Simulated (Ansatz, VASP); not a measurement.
# SrLi3: VASP beside Ansatz

```
Li Sr
1.0
     2.71440    0.00000    0.00000
     0.00000    4.56485    0.00000
     0.00000    0.00000    5.53495
Li Sr
3 1
Cartesian
  0.0000 0.0000 1.4161
  0.0000 0.0000 4.1188
  0.0000 2.2824 0.0000
  1.3572 2.2824 2.7675
```

Alike in both runs: task single point; functional PBE; k mesh 6 × 4 × 4; occupations gaussian, width 0.1 eV; no spin polarisation.

```csv
,VASP,Ansatz
version,VASP 6.6.1,Ansatz 0.2.0
potentials or method,"VASP PAW PBE potentials, release 64 (Li_sv, Sr_sv), cutoff 520 eV","scalar-relativistic, plane waves, PAW"
valence electrons in the cell,19,19
```

|  | VASP | Ansatz | Ansatz less VASP |
| --- | --- | --- | --- |
| gap on the k mesh at the Fermi level (eV) | none | none | - |
| rms of the force components (eV/Å) | 0.394 | 0.393 | -0.0013 |

Atom by atom the forces differ by 0.001 eV/Å (rms over components). A gap of «none» marks a metal or a gap that the smearing closes.

The k mesh is coarse, so the values compare programs but aren't converged. Noted on VASP's run: the cutoff is short for stress, so the pressure is rough.
